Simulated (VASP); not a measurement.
# Ge (Im-3m) in VASP: further runs

The runs below take Ge through single point, relaxation of cell and atoms, with PBE.

All numbers are computed with VASP 6.6.1; they aren't measurements. Logs are shortened: lines on timing, memory, paths and dates and some standing lists are left out, and cuts for length are marked.

## 1. The cell of the first run

Symmetry: Im-3m, No. 229, cubic system. The conventional cell has a = 3.134 Å, b = 3.134 Å, c = 3.134 Å, α = 90.00°, β = 90.00°, γ = 90.00°. Within 3.6 Å of Ge (site symmetry m-3m) lie 14 Ge at 2.71 to 3.13 Å.

This isn't the form of Ge at room conditions, which is diamond.

## 2. Single point, PBE

The input, INCAR:

```
PREC = Accurate
ENCUT = 520
EDIFF = 1E-6
ISMEAR = -1
SIGMA = 0.05
LREAL = False
LASPH = True
NELM = 60
ALGO = Normal
ISIF = 2
LWAVE = False
LCHARG = False
GGA = PE
NBANDS = 13
```

The input, KPOINTS:

```
regular mesh
0
Gamma
  17 17 17
```

The input, POSCAR:

```
Ge
1.0
   -1.5672232657      1.5672232657      1.5672232657
    1.5672232657     -1.5672232657      1.5672232657
    1.5672232657      1.5672232657     -1.5672232657
Ge
1
Direct
    0.0000000000      0.0000000000      0.0000000000
```

Potentials or basis: VASP PAW PBE potentials, release 64 (Ge_d).

Run with:

```bash
> cat potpaw_PBE.64/Ge_d/POTCAR > POTCAR
> mpirun -np 1 vasp_std > vasp.out
```

OUTCAR:

```text
PREC = Accurate
   ENCUT = 520
   EDIFF = 1E-6
   ISMEAR = -1
   LREAL = False
   LASPH = True
   NELM = 60
   ISIF = 2
   GGA = PE

 ion  position               nearest neighbor table
   1  0.000  0.000  0.000-

  LATTYP: Found a body centered cubic cell.
 ALAT       =     3.1344465314

  Lattice vectors:

 A1 = (  -1.5672232657,   1.5672232657,   1.5672232657)
 A2 = (   1.5672232657,  -1.5672232657,   1.5672232657)
 A3 = (   1.5672232657,   1.5672232657,  -1.5672232657)

Analysis of symmetry for initial positions (statically):
=====================================================================
 Subroutine PRICEL returns:
 Original cell was already a primitive cell.

 Routine SETGRP: Setting up the symmetry group for a
 body centered cubic supercell.

 Subroutine GETGRP returns: Found 48 space group operations
 (whereof 48 operations were pure point group operations)
 out of a pool of 48 trial point group operations.

The static configuration has the point symmetry O_h .

Analysis of symmetry for dynamics (positions and initial velocities):
=====================================================================
 Subroutine PRICEL returns:
 Original cell was already a primitive cell.

 Routine SETGRP: Setting up the symmetry group for a
 body centered cubic supercell.

 Subroutine GETGRP returns: Found 48 space group operations
 (whereof 48 operations were pure point group operations)
 out of a pool of 48 trial point group operations.

The dynamic configuration has the point symmetry O_h .

 Subroutine INISYM returns: Found 48 space group operations
 (whereof 48 operations are pure point group operations),
 and found     1 'primitive' translations

----------------------------------------------------------------------------------------

                                     Primitive cell

  volume of cell :      15.3976

  direct lattice vectors                    reciprocal lattice vectors
    -1.567223266  1.567223266  1.567223266     0.000000000  0.319035590  0.319035590
     1.567223266 -1.567223266  1.567223266     0.319035590  0.000000000  0.319035590
     1.567223266  1.567223266 -1.567223266     0.319035590  0.319035590  0.000000000

  length of vectors
     2.714510323  2.714510323  2.714510323     0.451184459  0.451184459  0.451184459

  position of ions in fractional coordinates (direct lattice)
     0.000000000  0.000000000  0.000000000

  ion indices of the primitive-cell ions
   primitive index   ion index
                 1           1

----------------------------------------------------------------------------------------

 KPOINTS: regular mesh

Automatic generation of k-mesh.
 Grid dimensions read from file:
 generate k-points for:   17   17   17

 Generating k-lattice:

  Cartesian coordinates                     Fractional coordinates (reciprocal lattice)
     0.000000000  0.018766799  0.018766799     0.058823529  0.000000000  0.000000000
     0.018766799  0.000000000  0.018766799     0.000000000  0.058823529  0.000000000
     0.018766799  0.018766799  0.000000000     0.000000000  0.000000000  0.058823529

  Length of vectors
     0.026540262  0.026540262  0.026540262

  Shift w.r.t. Gamma in fractional coordinates (k-lattice)
     0.000000000  0.000000000  0.000000000

 Subroutine IBZKPT returns following result:
 ===========================================

 Found    165 irreducible k-points:

 Following reciprocal coordinates:
            Coordinates               Weight
  0.000000  0.000000  0.000000      1.000000
  0.058824  0.000000  0.000000     12.000000
  0.117647  0.000000  0.000000     12.000000
  0.176471  0.000000  0.000000     12.000000
  0.235294  0.000000  0.000000     12.000000
  0.294118  0.000000  0.000000     12.000000
[... 16 lines left out ...]
  0.411765  0.117647  0.000000     48.000000
  0.176471  0.176471  0.000000     24.000000
 [... further k-points ...]
   k-points           NKPTS =    165   k-points in BZ     NKDIM =    165   number of bands    NBANDS=     13
   number of dos      NEDOS =    301   number of ions     NIONS =      1
   total plane-waves  NPLWV =   8000
   dimension x,y,z NGX =    20 NGY =   20 NGZ =   20
   dimension x,y,z NGXF=    40 NGYF=   40 NGZF=   40
   ions per type =               1
   NGX,Y,Z   is equivalent  to a cutoff of  12.25, 12.25, 12.25 a.u.
   NGXF,Y,Z  is equivalent  to a cutoff of  24.50, 24.50, 24.50 a.u.
 SYSTEM =  unknown system
   PREC   = accura    normal or accurate (medium, high low for compatibility)
   ISTART =      0    job   : 0-new  1-cont  2-samecut
   ICHARG =      2    charge: 1-file 2-atom 10-const
   ISPIN  =      1    spin polarized calculation?
   LNONCOLLINEAR =      F non collinear calculations
   LSORBIT =      F    spin-orbit coupling
   LASPH  =      T    aspherical Exc in radial PAW
   ENCUT  =  520.0 eV  38.22 Ry    6.18 a.u.   5.05  5.05  5.05*2*pi/ulx,y,z
   NELM   =     60;   NELMIN=  2; NELMDL= -5     # of ELM steps
   EDIFF  = 0.1E-05   stopping-criterion for ELM
   LREAL  =      F    real-space projection
   EDIFFG = 0.1E-04   stopping-criterion for IOM
   NSW    =      0    number of steps for IOM
   IBRION =     -1    ionic relax: 0-MD 1-quasi-New 2-CG
   NFREE  =      0    steps in history (QN), initial steepest desc. (CG)
   ISIF   =      2    stress and relaxation
   ISYM   =      2    0-nonsym 1-usesym 2-fastsym
   POTIM  = 0.5000    time-step for ionic-motion
   TEBEG  =    0.0;   TEEND  =   0.0 temperature during run
   PSTRESS=    0.0 pullay stress
   NELECT =      14.0000    total number of electrons
   NUPDOWN=      -1.0000    fix difference up-down
   EMIN   =  10.00;   EMAX   =-10.00  energy-range for DOS
   EFERMI =   0.00;   METHOD = LEGACY
   ISMEAR =    -1;   SIGMA  =   0.05  broadening in eV -4-tet -1-fermi 0-gaus
   EFERMI_NEDOS =   21; number of points for ismear=-14 and -15
   IALGO  =     38    algorithm
   IMIX   =      4    mixing-type and parameters
     AMIX     =   0.40;   BMIX     =  1.00
     AMIX_MAG =   1.60;   BMIX_MAG =  1.00
  volume/ion in A,a.u.               =      15.40       103.91
  Fermi-wavevector in a.u.,A,eV,Ry     =   1.585988  2.997083 34.223535  2.515359
  Thomas-Fermi vector in A             =   2.685368
   LORBIT       =      0    0 simple, 1 ext, 2 COOP (PROOUT), +10 PAW based schemes
   GGA     = PE    functional components
   LHFCALC =     F    Hartree Fock is set to
   AEXX    =    0.0000 exact exchange contribution
   IVDW    =     0    specifies the selected vdW correction
   LEPSILON=     F    determine dielectric tensor
   LRPA    =     F    only Hartree local field effects (RPA)
 non-spin polarized calculation
  energy-cutoff  :      520.00
  volume of cell :       15.40
 maximum number of plane-waves:       426
   NGX =  9   NGY =  9   NGZ =  9

 number of electron      13.9999987 magnetization

 Free energy of the ion-electron system (eV)
  ---------------------------------------------------
  ext. energy  EPLUGINS =         0.00000000
  ---------------------------------------------------
  free energy    TOTEN  =        -3.95175712 eV

  energy without entropy =       -3.95024420  energy(sigma->0) =       -3.95100066

 E-fermi :   9.1518     XC(G=0): -12.3595

 val. band max:        9.1398787683   @ k =  -0.4706   0.4706   0.4706
 cond. band min:       9.2440844677   @ k =  -0.4706   0.4706   0.3529
 fundamental gap:      0.1042056994
 Fermi energy:         9.1517885735

 k-point     1 :       0.0000    0.0000    0.0000
  band No.  band energies     occupation
      1     -15.7000      2.00000
      2     -15.7000      2.00000
      3     -15.7000      2.00000
      4     -15.5467      2.00000
      5     -15.5467      2.00000
      6      -5.8493      2.00000
      7      20.6990      0.00000
      8      20.6990      0.00000
      9      20.6990      0.00000
     10      25.8261      0.00000
     11      25.8261      0.00000
     12      25.8261      0.00000
     13      27.2720      0.00000

 k-point     2 :       0.0588    0.0000    0.0000
  band No.  band energies     occupation
      1     -15.7020      2.00000
      2     -15.6978      2.00000
      3     -15.6919      2.00000
      4     -15.5488      2.00000
      5     -15.5468      2.00000
      6      -5.7422      2.00000
      7      19.7218      0.00000
      8      20.1674      0.00000
      9      20.5440      0.00000
     10      24.8448      0.00000
     11      24.9109      0.00000
     12      26.5457      0.00000
     13      26.6083      0.00000

 k-point     3 :       0.1176    0.0000    0.0000
  band No.  band energies     occupation
      1     -15.7078      2.00000
      2     -15.6922      2.00000
      3     -15.6686      2.00000
      4     -15.5546      2.00000
      5     -15.5472      2.00000
      6      -5.4206      2.00000
      7      17.4749      0.00000
      8      19.0654      0.00000
      9      20.1011      0.00000
     10      23.5670      0.00000
     11      23.6467      0.00000
     12      26.1804      0.00000
     13      27.4576      0.00000

 k-point     4 :       0.1765    0.0000    0.0000
  band No.  band energies     occupation
      1     -15.7165      2.00000
      2     -15.6858      2.00000
      3     -15.6330      2.00000
      4     -15.5617      2.00000
      5     -15.5477      2.00000
      6      -4.8832      2.00000
      7      14.8377      0.00000
      8      17.8933      0.00000
      9      19.4630      0.00000
     10      22.4417      0.00000
     11      22.6290      0.00000
     12      26.2531      0.00000
     13      28.1093      0.00000

 k-point     5 :       0.2353    0.0000    0.0000
  band No.  band energies     occupation
      1     -15.7269      2.00000
      2     -15.6825      2.00000
      3     -15.5897      2.00000
      4     -15.5669      2.00000
      5     -15.5482      2.00000
      6      -4.1292      2.00000
      7      12.1786      0.00000
      8      16.8282      0.00000
      9      18.7670      0.00000
     10      21.5008      0.00000
     11      21.8040      0.00000
     12      26.7411      0.00000
     13      28.8535      0.00000
[... 257 lines left out ...]
 k-point    22 :       0.3529    0.1176    0.0000
  band No.  band energies     occupation
      1     -15.7428      2.00000
      2     -15.6886      2.00000
      3     -15.5618      2.00000
      4     -15.5546      2.00000
      5     -15.4835      2.00000
      6      -0.2722      2.00000
      7       5.3332      2.00000
      8      12.3341      0.00000
      9      15.8490      0.00000
     10      21.0849      0.00000
     11      23.8407      0.00000
     12      27.9453      0.00000
     13      32.5082      0.00000

 k-point    23 :       0.4118    0.1176    0.0000
  band No.  band energies     occupation
      1     -15.7461      2.00000
      2     -15.6919      2.00000
      3     -15.5575      2.00000
      4     -15.5555      2.00000
      5     -15.4704      2.00000
      6       1.2266      2.00000
      7       3.4328      2.00000
      8      12.1064      0.00000
      9      15.6523      0.00000
     10      20.9126      0.00000
     11      23.7426      0.00000
     12      29.2271      0.00000
     13      31.0028      0.00000

 k-point    24 :       0.1765    0.1765    0.0000
  band No.  band energies     occupation
      1     -15.7219      2.00000
      2     -15.6807      2.00000
      3     -15.5737      2.00000
      4     -15.5602      2.00000
      5     -15.5409      2.00000
      6      -2.9438      2.00000
      7      10.8889      0.00000
      8      12.3679      0.00000
      9      16.7309      0.00000
     10      22.8575      0.00000
     11      23.6121      0.00000
     12      27.7177      0.00000
     13      29.8679      0.00000

 [... further k-points ...]

------------------------ aborting loop because EDIFF is reached ----------------------------------------

  FORCE on cell =-STRESS in cart. coord.  units (eV):
  Direction    XX          YY          ZZ          XY          YZ          ZX
  --------------------------------------------------------------------------------------
  -------------------------------------------------------------------------------------
  Total        2.2942359      2.2942359      2.2942359      0.0000000      0.0000000      0.0000000
  in kB      238.7239874    238.7239874    238.7239874      0.0000000      0.0000000      0.0000000
  external PRESSURE =     238.7239874 kB  Pullay stress =       0.0000000 kB

 VOLUME and BASIS-vectors are now :
 -----------------------------------------------------------------------------
  energy-cutoff  :      520.00
  volume of cell :       15.40
      direct lattice vectors                 reciprocal lattice vectors
    -1.567223266  1.567223266  1.567223266     0.000000000  0.319035590  0.319035590
     1.567223266 -1.567223266  1.567223266     0.319035590  0.000000000  0.319035590
     1.567223266  1.567223266 -1.567223266     0.319035590  0.319035590  0.000000000

 POSITION                                       TOTAL-FORCE (eV/Angst)
 -----------------------------------------------------------------------------------
      0.00000      0.00000      0.00000        -0.000000     -0.000000      0.000000
 -----------------------------------------------------------------------------------
    total drift:                                0.000000     -0.000000      0.000000

  FREE ENERGIE OF THE ION-ELECTRON SYSTEM (eV)
  ---------------------------------------------------
  free  energy   TOTEN  =        -3.9517571222 eV

  energy  without entropy=       -3.9502441961  energy(sigma->0) =       -3.95100066
```

Run time: 36 s. Hardware: 1 thread of Intel Xeon 8259CL, shared host; peak memory 0.15 GiB.

What came out:

* Free energy: -3.9518 eV
* Pressure: 23.9 GPa
* Band gap on the k mesh: zero (bands 7 and 8 overlap by 15.35 eV)

Levels at points of the mesh, in eV from the Fermi level:
```csv
k point,band 5,band 6,band 7,band 8,band 9,band 10
"(0.00, 0.00, 0.00)",-24.70,-15.00,11.55,11.55,11.55,16.67
```

Caveat: the cell stands under pressure.

(Continued in part 2 of 3.)
